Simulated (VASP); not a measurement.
A run of VASP 6.6.1 is set up as follows.

File INCAR:

```
PREC = Accurate
ENCUT = 520
EDIFF = 1E-7
ISMEAR = 0
SIGMA = 0.01
LREAL = False
LASPH = True
NELM = 150
ALGO = Normal
ISIF = 2
LWAVE = False
LCHARG = False
ISPIN = 2
MAGMOM = 1 1
LORBIT = 11
NBANDS = 17
```

File KPOINTS:

```
Automatic mesh
0
Gamma
  1 1 1
```

Contents of POSCAR:

```
O
1.0
   10.0000000000      0.0000000000      0.0000000000
    0.0000000000     10.5000000000      0.0000000000
    0.0000000000      0.0000000000     11.0000000000
O
2
Direct
    0.5000000000      0.5000000000      0.4454340500
    0.5000000000      0.5000000000      0.5545659500
```

Potentials or basis: VASP PAW LDA potentials, release 64 (O).

Command:

```bash
$ cat potpaw_LDA.64/O/POTCAR > POTCAR
$ mpirun -np 1 vasp_gam > vasp.out
```

(1) Predict the net moment.

(2) Estimate the site moments.

Answers

(1) 2.00 μB per cell.

(2) O +0.80 μB.

Caveat: the standard files for N, O and F lose accuracy on very short bonds.
